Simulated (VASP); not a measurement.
# Be (P6_3/mmc) in VASP: notebook, part 3 of 3

VASP 6.6.1.

## Step 4: Single point, PBEsol (strain +0.030 along x and y, +0.030 along z)

INCAR reads:

```
SYSTEM = Be
ALGO = Normal
EDIFF = 1E-6
ENCUT = 520
GGA = PS
ISIF = 2
ISMEAR = 0
LASPH = .True.
LCHARG = .False.
LREAL = .False.
LWAVE = .False.
NBANDS = 9
NELM = 60
PREC = Accurate
SIGMA = 0.15
```

KPOINTS reads:

```
k-points
0
Gamma
  24 24 14
  0 0 0
```

POSCAR reads:

```
Be
1.0
    2.3684870445      0.0000000000      0.0000000000
   -1.1842435223      2.0511699490      0.0000000000
    0.0000000000      0.0000000000      3.7089270000
Be
2
Direct
    0.3333333333      0.6666666667      0.2500000000
    0.6666666667      0.3333333333      0.7500000000
```

Potentials or basis: VASP PAW PBE potentials, release 64 (Be).

The run is started by

```bash
> cat potpaw_PBE.64/Be/POTCAR > POTCAR
> mpirun -np 1 vasp_std > vasp.out
```

OUTCAR:

```text
SYSTEM = Be
   EDIFF = 1E-6
   ENCUT = 520
   GGA = PS
   ISIF = 2
   ISMEAR = 0
   LASPH = .True.
   LREAL = .False.
   NELM = 60
   PREC = Accurate

 ion  position               nearest neighbor table
   1  0.333  0.667  0.250-   2 2.30   2 2.30   2 2.30   2 2.30   2 2.30   2 2.30
   2  0.667  0.333  0.750-   1 2.30   1 2.30   1 2.30   1 2.30   1 2.30   1 2.30

  LATTYP: Found a hexagonal cell.
 ALAT       =     2.3684870445
 C/A-ratio  =     1.5659477676

  Lattice vectors:

 A1 = (   2.3684870445,   0.0000000000,   0.0000000000)
 A2 = (  -1.1842435223,   2.0511699490,   0.0000000000)
 A3 = (   0.0000000000,   0.0000000000,   3.7089270000)

Analysis of symmetry for initial positions (statically):
=====================================================================
 Subroutine PRICEL returns:
 Original cell was already a primitive cell.

 Routine SETGRP: Setting up the symmetry group for a
 hexagonal supercell.

 Subroutine GETGRP returns: Found 24 space group operations
 (whereof 12 operations were pure point group operations)
 out of a pool of 24 trial point group operations.

The static configuration has the point symmetry D_3d.
 The point group associated with its full space group is D_6h.

Analysis of symmetry for dynamics (positions and initial velocities):
=====================================================================
 Subroutine PRICEL returns:
 Original cell was already a primitive cell.

 Routine SETGRP: Setting up the symmetry group for a
 hexagonal supercell.

 Subroutine GETGRP returns: Found 24 space group operations
 (whereof 12 operations were pure point group operations)
 out of a pool of 24 trial point group operations.

The dynamic configuration has the point symmetry D_3d.
 The point group associated with its full space group is D_6h.

 Subroutine INISYM returns: Found 24 space group operations
 (whereof 12 operations are pure point group operations),
 and found     1 'primitive' translations

----------------------------------------------------------------------------------------

                                     Primitive cell

  volume of cell :      18.0186

  direct lattice vectors                    reciprocal lattice vectors
     2.368487045  0.000000000  0.000000000     0.422210458  0.243763322  0.000000000
    -1.184243522  2.051169949  0.000000000     0.000000000  0.487526643  0.000000000
     0.000000000  0.000000000  3.708927000     0.000000000  0.000000000  0.269619758

  length of vectors
     2.368487045  2.368487044  3.708927000     0.487526643  0.487526643  0.269619758

  position of ions in fractional coordinates (direct lattice)
     0.333333333  0.666666667  0.250000000
     0.666666667  0.333333333  0.750000000

  ion indices of the primitive-cell ions
   primitive index   ion index
                 1           1
                 2           2

----------------------------------------------------------------------------------------

 KPOINTS: k-points

Automatic generation of k-mesh.
 Grid dimensions read from file:
 generate k-points for:   24   24   14

[... 21 lines left out ...]
  0.041667  0.000000  0.000000      6.000000
  0.083333  0.000000  0.000000      6.000000
  0.125000  0.000000  0.000000      6.000000
  0.166667 -0.000000  0.000000      6.000000
  0.208333  0.000000  0.000000      6.000000
[... 16 lines left out ...]
  0.416667  0.041667  0.000000     12.000000
  0.458333  0.041667  0.000000     12.000000
 [... further k-points ...]
   k-points           NKPTS =    488   k-points in BZ     NKDIM =    488   number of bands    NBANDS=      9
   number of dos      NEDOS =    301   number of ions     NIONS =      2
   total plane-waves  NPLWV =   9072
   dimension x,y,z NGX =    18 NGY =   18 NGZ =   28
   dimension x,y,z NGXF=    36 NGYF=   36 NGZF=   56
   ions per type =               2
   NGX,Y,Z   is equivalent  to a cutoff of  12.63, 12.63, 12.55 a.u.
   NGXF,Y,Z  is equivalent  to a cutoff of  25.27, 25.27, 25.10 a.u.
 SYSTEM =  Be
   PREC   = accura    normal or accurate (medium, high low for compatibility)
   ISTART =      0    job   : 0-new  1-cont  2-samecut
   ICHARG =      2    charge: 1-file 2-atom 10-const
   ISPIN  =      1    spin polarized calculation?
   LNONCOLLINEAR =      F non collinear calculations
   LSORBIT =      F    spin-orbit coupling
   LASPH  =      T    aspherical Exc in radial PAW
   ENCUT  =  520.0 eV  38.22 Ry    6.18 a.u.   4.40  4.40  6.90*2*pi/ulx,y,z
   NELM   =     60;   NELMIN=  2; NELMDL= -5     # of ELM steps
   EDIFF  = 0.1E-05   stopping-criterion for ELM
   LREAL  =      F    real-space projection
   EDIFFG = 0.1E-04   stopping-criterion for IOM
   NSW    =      0    number of steps for IOM
   IBRION =     -1    ionic relax: 0-MD 1-quasi-New 2-CG
   NFREE  =      0    steps in history (QN), initial steepest desc. (CG)
   ISIF   =      2    stress and relaxation
   ISYM   =      2    0-nonsym 1-usesym 2-fastsym
   POTIM  = 0.5000    time-step for ionic-motion
   TEBEG  =    0.0;   TEEND  =   0.0 temperature during run
   PSTRESS=    0.0 pullay stress
   NELECT =       4.0000    total number of electrons
   NUPDOWN=      -1.0000    fix difference up-down
   EMIN   =  10.00;   EMAX   =-10.00  energy-range for DOS
   EFERMI =   0.00;   METHOD = LEGACY
   ISMEAR =     0;   SIGMA  =   0.15  broadening in eV -4-tet -1-fermi 0-gaus
   EFERMI_NEDOS =   21; number of points for ismear=-14 and -15
   IALGO  =     38    algorithm
   IMIX   =      4    mixing-type and parameters
     AMIX     =   0.40;   BMIX     =  1.00
     AMIX_MAG =   1.60;   BMIX_MAG =  1.00
  volume/ion in A,a.u.               =       9.01        60.80
  Fermi-wavevector in a.u.,A,eV,Ry     =   0.991261  1.873211 13.369052  0.982598
  Thomas-Fermi vector in A             =   2.122989
   LORBIT       =      0    0 simple, 1 ext, 2 COOP (PROOUT), +10 PAW based schemes
   GGA     = PS    functional components
   LHFCALC =     F    Hartree Fock is set to
   AEXX    =    0.0000 exact exchange contribution
   IVDW    =     0    specifies the selected vdW correction
   LEPSILON=     F    determine dielectric tensor
   LRPA    =     F    only Hartree local field effects (RPA)
 non-spin polarized calculation
 Gauss-broadening in eV      SIGMA  =   0.15
  energy-cutoff  :      520.00
  volume of cell :       18.02
 maximum number of plane-waves:       512
 NGX is ok and might be reduce to    18
   NGX =  9   NGY =  9   NGZ = 13

 number of electron       4.0000000 magnetization

 Free energy of the ion-electron system (eV)
  ---------------------------------------------------
  ext. energy  EPLUGINS =         0.00000000
  ---------------------------------------------------
  free energy    TOTEN  =        -7.88961980 eV

  energy without entropy =       -7.88731761  energy(sigma->0) =       -7.88846871

 E-fermi :   5.9639     XC(G=0): -10.1876

 val. band max:        5.9636388437   @ k =   0.2917   0.0833   0.0000
 cond. band min:       5.9653337809   @ k =   0.2917   0.2500   0.0000
 fundamental gap:      0.0016949372
 Fermi energy:         5.9638692028

 k-point     1 :       0.0000    0.0000    0.0000
  band No.  band energies     occupation
      1      -4.6412      2.00000
      2       2.0324      2.00000
      3       6.7980      0.00000
      4      20.3262      0.00000
      5      20.3262      0.00000
      6      22.9461      0.00000
      7      22.9461      0.00000
      8      24.9259      0.00000
      9      30.9435      0.00000
[... 265 lines left out ...]
 k-point    24 :       0.4583    0.0417    0.0000
  band No.  band energies     occupation
      1       1.2919      2.00000
      2       3.1786      2.00000
      3       9.2138      0.00000
      4      11.9382      0.00000
      5      12.2611      0.00000
      6      13.5998      0.00000
      7      15.8413      0.00000
      8      21.1936      0.00000
      9      23.7027      0.00000

 [... further k-points ...]

------------------------ aborting loop because EDIFF is reached ----------------------------------------

  FORCE on cell =-STRESS in cart. coord.  units (eV):
  Direction    XX          YY          ZZ          XY          YZ          ZX
  --------------------------------------------------------------------------------------
  -------------------------------------------------------------------------------------
  Total       -1.4970635     -1.4970635     -1.5383903      0.0000000      0.0000000      0.0000000
  in kB     -133.1158816   -133.1158816   -136.7905741      0.0000000      0.0000000      0.0000000
  external PRESSURE =    -134.3407791 kB  Pullay stress =       0.0000000 kB

 VOLUME and BASIS-vectors are now :
 -----------------------------------------------------------------------------
  energy-cutoff  :      520.00
  volume of cell :       18.02
      direct lattice vectors                 reciprocal lattice vectors
     2.368487045  0.000000000  0.000000000     0.422210458  0.243763322  0.000000000
    -1.184243522  2.051169949  0.000000000     0.000000000  0.487526643  0.000000000
     0.000000000  0.000000000  3.708927000     0.000000000  0.000000000  0.269619758

 POSITION                                       TOTAL-FORCE (eV/Angst)
 -----------------------------------------------------------------------------------
     -0.00000      1.36745      0.92723        -0.000000      0.000000      0.000000
      1.18424      0.68372      2.78170         0.000000     -0.000000      0.000000
 -----------------------------------------------------------------------------------
    total drift:                                0.000000     -0.000000      0.000000

  FREE ENERGIE OF THE ION-ELECTRON SYSTEM (eV)
  ---------------------------------------------------
  free  energy   TOTEN  =        -7.8896197966 eV

  energy  without entropy=       -7.8873176138  energy(sigma->0) =       -7.88846871
```

OSZICAR:

```text
N       E                     dE             d eps       ncg     rms          rms(c)
DAV:   1    -0.367004351115E+01   -0.36700E+01   -0.17342E+03  8888   0.360E+02
DAV:   2    -0.785924010389E+01   -0.41892E+01   -0.40912E+01 13530   0.496E+01
DAV:   3    -0.791412140181E+01   -0.54881E-01   -0.54303E-01 10064   0.368E+00
DAV:   4    -0.791422726741E+01   -0.10587E-03   -0.10585E-03 10885   0.161E-01
DAV:   5    -0.791422732476E+01   -0.57342E-07   -0.56986E-07  9778   0.363E-03    0.111E+00
DAV:   6    -0.789742029246E+01    0.16807E-01   -0.12702E-03  9411   0.282E-01    0.672E-01
DAV:   7    -0.788961924832E+01    0.78010E-02   -0.21845E-03  9738   0.306E-01    0.103E-02
DAV:   8    -0.788961919171E+01    0.56613E-07   -0.13990E-05  9781   0.245E-02    0.430E-03
DAV:   9    -0.788961979655E+01   -0.60485E-06   -0.27374E-07  7880   0.384E-03
   1 F= -.78896198E+01 E0= -.78884687E+01  d E =-.230218E-02
```

stdout:

```text
POSCAR found type information on POSCAR Be
 POSCAR found :  1 types and       2 ions
 scaLAPACK will be used
 -----------------------------------------------------------------------------
|                                                                             |
|                                                                             |
|     You enforced a specific xc type in the INCAR file but a different       |
|     I HOPE YOU KNOW WHAT YOU ARE DOING!                                     |
|                                                                             |
 -----------------------------------------------------------------------------

 LDA part: xc-table for (Slater+PW92), standard interpolation
 POSCAR, INCAR and KPOINTS ok, starting setup
 FFT: planning ... GRIDC
 FFT: planning ... GRID_SOFT
 FFT: planning ... GRID
 WAVECAR not read
 entering main loop
```

Wall time 17 s (1 thread of Intel Xeon 6975P-C (Granite Rapids), shared host); peak memory 0.17 GiB.

Results:

```
Free energy            : -7.8896 eV
Pressure               : -13.4 GPa
Band gap on the k mesh : zero (bands 2 and 3 overlap by 1.95 eV)
```

Stress tensor (GPa, compression positive):
```
-13.31   0.00   0.00
  0.00 -13.31   0.00
  0.00   0.00 -13.68
```

Levels at points of the mesh, in eV from the Fermi level:
| k point | band 1 | band 2 | band 3 | band 4 | band 5 |
| --- | --- | --- | --- | --- | --- |
| (0.00, 0.00, 0.00) | -10.61 | -3.93 | 0.83 | 14.36 | 14.36 |
| (0.50, 0.00, 0.00) | -4.55 | -3.00 | 3.36 | 6.02 | 6.08 |
| (0.00, 0.00, 0.50) | -8.54 | -8.54 | 9.86 | 9.86 | 15.86 |
| (0.50, 0.00, 0.50) | -3.25 | -3.25 | 1.21 | 1.21 | 10.86 |

Caveat: the cell differs from its parent crystal (strain +0.030 along x and y, +0.030 along z); the cell stands under tension; the PAW data sets were made with another functional, which shifts forces and pressure a little.

## Step 5: Overview

| cell | gap on the mesh (eV) | pressure (GPa) |
| --- | --- | --- |
| a = 2.334, b = 2.334, c = 3.709 Å, angles 90.0, 90.0, 120.0°, 2 atoms | none | -11.2 |
| a = 2.368, b = 2.368, c = 3.655 Å, angles 90.0, 90.0, 120.0°, 2 atoms | none | -12.1 |
| a = 2.368, b = 2.368, c = 3.709 Å, angles 90.0, 90.0, 120.0°, 2 atoms | none | -13.4 |

Alike in all rows: task single point; level PBEsol; potentials or basis VASP PAW PBE potentials, release 64 (Be); no spin polarisation; k mesh 24 × 24 × 14; cutoff (eV) 520; smearing gaussian 0.15 eV.

Caveats: the cell stands under tension; the PAW data sets were made with another functional, which shifts forces and pressure a little.

Total energies depend on the potentials used, so only differences within one code and one set of settings carry meaning.

The gap in the log of VASP goes by the Fermi energy; the results here count the filled bands.